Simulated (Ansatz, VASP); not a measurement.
One calculation of PtSe2, two programs

```
Pt Se
1.0
     3.77146    0.00000    0.00000
    -1.88573    3.26618    0.00000
     0.00000    0.00000    4.82331
Pt Se
1 2
Cartesian
  0.0000 0.0000 0.0000
  0.0000 2.1775 1.2804
  1.8857 1.0887 3.5429
```

Alike in both runs: task relaxation of cell and atoms; functional PBE; k mesh 15 × 15 × 10; occupations gaussian, width 0.1 eV; no spin polarisation.

|  | VASP | Ansatz |
| --- | --- | --- |
| version | VASP 6.6.1 | Ansatz 0.2.0 |
| potentials or method | VASP PAW PBE potentials, release 64 (Pt, Se), cutoff 600 eV | scalar-relativistic, plane waves, PAW |
| valence electrons in the cell | 22 | 50 |

|  | VASP | Ansatz | Ansatz less VASP |
| --- | --- | --- | --- |
| gap on the k mesh at the Fermi level, each at its own relaxed structure (eV) | 0.69 | 0.85 | +0.159 |
| relaxed volume (Å³/atom) | 25.46 | 26.38 | +0.922 |
| relaxed cell length with the largest relative difference (Å) | 6.262 | 6.492 | +0.2300 |

VASP's potentials hold 22 valence electrons a cell and Ansatz's 50, so a difference there can come from the potentials and not from the codes.

Neither program's run includes spin-orbit coupling. Noted on VASP's run: the volume moved by over 15 % at a fixed basis, so the end points are rough.
